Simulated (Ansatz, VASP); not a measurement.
One calculation of Te2Mo, two programs

INCAR

```
ALGO = Normal
EDIFF = 1E-6
ENCUT = 520
ISIF = 2
ISMEAR = -1
LASPH = True
LCHARG = False
LREAL = False
LWAVE = False
NBANDS = 35
NELM = 60
PREC = Accurate
SIGMA = 0.05
```

Contents of KPOINTS:

```
k-points
0
Gamma
  9 9 2
```

File POSCAR:

```
Te2Mo
1.0
    3.4945872080      0.0000000000      0.0000000000
   -1.7472936040      3.0264012979      0.0000000000
    0.0000000000      0.0000000000     13.8798146239
Te Mo
4 2
Direct
    0.6666666667      0.3333333333      0.3790000000
    0.3333333333      0.6666666667      0.8790000000
    0.6666666667      0.3333333333      0.1210000000
    0.3333333333      0.6666666667      0.6210000000
    0.6666666667      0.3333333333      0.7500000000
    0.3333333333      0.6666666667      0.2500000000
```

Contents of input.yaml:

```yaml
crystal:
  lattice:
    - [3.494587208, 0.0, 0.0]
    - [-1.747293604, 3.0264012979, 0.0]
    - [0.0, 0.0, 13.8798146239]
  atoms:
    - { symbol: Te, position: [0.6666666667, 0.3333333333, 0.379] }
    - { symbol: Te, position: [0.3333333333, 0.6666666667, 0.879] }
    - { symbol: Te, position: [0.6666666667, 0.3333333333, 0.121] }
    - { symbol: Te, position: [0.3333333333, 0.6666666667, 0.621] }
    - { symbol: Mo, position: [0.6666666667, 0.3333333333, 0.75] }
    - { symbol: Mo, position: [0.3333333333, 0.6666666667, 0.25] }
hamiltonian:
  xc: lda
  pseudopotentials: { kind: paw, xc_functional: lda, accuracy: standard }
kpoints:
  mp_grid: { grid: [9, 9, 2] }
scf:
  occupations: { method: fermi_dirac, width: 0.05 }
output:
  forces: true
  stress: true
  eigenvalues: true
```

Alike in both runs: task single point; functional LDA; k mesh 9 × 9 × 2; occupations fermi-dirac, width 0.05 eV; no spin polarisation.

|  | VASP | Ansatz |
| --- | --- | --- |
| version | VASP 6.6.1 | Ansatz 0.2.0 |
| potentials or method | VASP PAW LDA potentials, release 64 (Te, Mo_sv) | JTH PAW LDA |
| plane-wave cutoff (eV) | 520 | 1800 |
| valence electrons in the cell | 52 | 52 |

|  | VASP | Ansatz | Ansatz less VASP |
| --- | --- | --- | --- |
| gap on the k mesh at the Fermi level (eV) | 0.74 | 0.70 | -0.034 |
| least direct gap on the mesh (eV) | 1.06 | 1.06 | 0.000 |
| pressure (GPa) | -0.7 | 0.0 | +0.75 |
| traceless stress, the component that is largest in VASP (GPa) | 0.49 | 0.42 | -0.078 |
| rms of the force components (eV/Å) | 0.019 | 0.055 | +0.0355 |

LDA's correlation is that of Perdew and Zunger in VASP and of Perdew and Wang (1992) in Ansatz. Atom by atom the forces differ by 0.036 eV/Å (rms over components).

Neither program's run includes spin-orbit coupling. Noted on Ansatz's run: odd divisions of the mesh miss points on the zone boundary, where band edges often lie, so the gap on the mesh can be too wide.
